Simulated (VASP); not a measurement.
Input of a VASP 6.6.1 run:

INCAR

```
PREC = Accurate
ENCUT = 520
EDIFF = 1E-7
ISMEAR = 0
SIGMA = 0.01
LREAL = F
LASPH = T
NELM = 80
ALGO = Normal
ISIF = 2
LWAVE = F
LCHARG = F
GGA = PE
IVDW = 13
NBANDS = 26
```

Contents of KPOINTS:

```
regular mesh
0
Gamma
  6 6 3
```

The input POSCAR:

```
ZnS
1.0
    3.6520202151      0.0000000000      0.0000000000
   -1.8260101075      3.1627424598      0.0000000000
    0.0000000000      0.0000000000      5.9739422778
Zn S
2 2
Direct
    0.3333333333      0.6666666667      0.0000000000
    0.6666666667      0.3333333333      0.5000000000
    0.3333333333      0.6666666667      0.3850000000
    0.6666666667      0.3333333333      0.8850000000
```

Potentials or basis: VASP PAW PBE potentials, release 64 (Zn, S).

Command:

```sh
$ cat potpaw_PBE.64/Zn/POTCAR potpaw_PBE.64/S/POTCAR > POTCAR
$ mpirun -np 1 vasp_std > vasp.out
```

Question: Estimate the band gap on the k mesh.

Answer: 2.86 eV, direct.

Question: What does it give for the pressure?

Answer: 12.6 GPa.

Question: Estimate the dispersion energy per atom.

Answer: -0.352 eV.

Forces in eV/Å, atoms in the order of the input:
```
Zn   0.000  0.000  0.508
Zn   0.000  0.000  0.508
S    0.000  0.000 -0.508
S    0.000  0.000 -0.508
```
